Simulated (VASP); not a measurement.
CuI, 2 atoms in the cell. The structure is cubic, space group Fm-3m (No. 225). Conventional cell: a = 5.740 Å, b = 5.740 Å, c = 5.740 Å, α = 90.00°, β = 90.00°, γ = 90.00°. Within 3.8 Å of Cu (site symmetry m-3m) lie 6 I at 2.87 Å. I (site symmetry m-3m) has 6 Cu at 2.87 Å within 3.8 Å. 

* Program: VASP 6.6.1
* Task: single point
* Functional: PBE
* Potentials or basis: VASP PAW PBE potentials, release 64 (Cu, I)
* Cutoff: 520 eV
* k mesh: 6 × 6 × 6
* Occupations: fermi-dirac, width 0.02 eV
* Spin: no spin polarisation
* Dipole correction: no
* Further INCAR settings: ALGO = Normal; EDIFF = 1e-06; NBANDS = 16

Potentials or basis: VASP PAW PBE potentials, release 64 (Cu, I).

Launch:

```bash
$ cat potpaw_PBE.64/Cu/POTCAR potpaw_PBE.64/I/POTCAR > POTCAR
$ mpirun -np 1 vasp_std > vasp.out
```

Hardware: 1 thread of Intel(R) Xeon(R) Platinum 8259CL CPU @ 2.50GHz (Skylake/Cascade Lake), on a shared host.

Q: How long does it take, and how much memory?

A: It took 14 s on 1 thread of Intel(R) Xeon(R) Platinum 8259CL CPU @ 2.50GHz (Skylake/Cascade Lake) (shared host), peak memory 0.17 GiB. Counts: scf iterations 12, k points 16.
